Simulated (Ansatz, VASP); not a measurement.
This is a calculation of Ba for VASP 6.6.1.

INCAR

```
PREC = Accurate ; ENCUT = 520
EDIFF = 1E-7 ; ISMEAR = 0
SIGMA = 0.01 ; LREAL = False
LASPH = True ; NELM = 150
ALGO = Normal ; ISIF = 2
LWAVE = False ; LCHARG = False
MAGMOM = 0 0 0 ; LORBIT = 11
LSORBIT = True ; GGA_COMPAT = False
LORBMOM = True ; GGA = PS
IVDW = 12 ; NBANDS = 21
```

Contents of KPOINTS:

```
Automatic mesh
0
Gamma
  7 7 7
```

POSCAR

```
Ba
1.0
    3.7082164127      0.0000000000      0.0000000000
    0.0000000000      3.7082164127      0.0000000000
    0.0000000000      0.0000000000      3.7082164127
Ba
1
Direct
    0.0000000000      0.0000000000      0.0000000000
```

Potentials or basis: VASP PAW PBE potentials, release 64 (Ba_sv).

Launch:

```bash
$ cat potpaw_PBE.64/Ba_sv/POTCAR > POTCAR
$ mpirun -np 1 vasp_ncl > vasp.out
```

Q: Set up the same calculation for Ansatz 0.2.0. Potentials there: all-electron LAPW, relativistic spinors.

A: As run (the cutoff follows the program's own potentials):

The input input.yaml:

```yaml
crystal:
  lattice:
    - [3.7082164127, 0.0, 0.0]
    - [0.0, 3.7082164127, 0.0]
    - [0.0, 0.0, 3.7082164127]
  atoms:
    - { symbol: Ba, position: [0.0, 0.0, 0.0] }
kpoints:
  mp_grid: { grid: [7, 7, 7] }
scf:
  occupations: { method: gaussian, width: 0.01 }
hamiltonian:
  xc: pbesol
  dispersion: d3bj
  pseudopotentials: { kind: all_electron, lapw: { basis_error: 0.001 } }
magnetization:
  noncollinear: true
  spin_orbit: true
output:
  forces: true
  stress: true
  eigenvalues: true
```

Potentials or basis: all-electron LAPW, relativistic spinors.

Run with:

```bash
$ ansatz run input.yaml --threads 1 --pin off --max-ram 3072MiB --backend cpu --events-out ev --progress --plain --runs-dir out
```

Both were run:

|  | VASP | Ansatz | Ansatz less VASP |
| --- | --- | --- | --- |
| pressure (GPa) | 0.0 | -0.1 | -0.11 |
| net moment per atom (μB) | 0.00 | 0.00 | 0.000 |

VASP's potentials were made for PBE, not for PBEsol. Ansatz ran all-electron here, and VASP with PAW potentials.
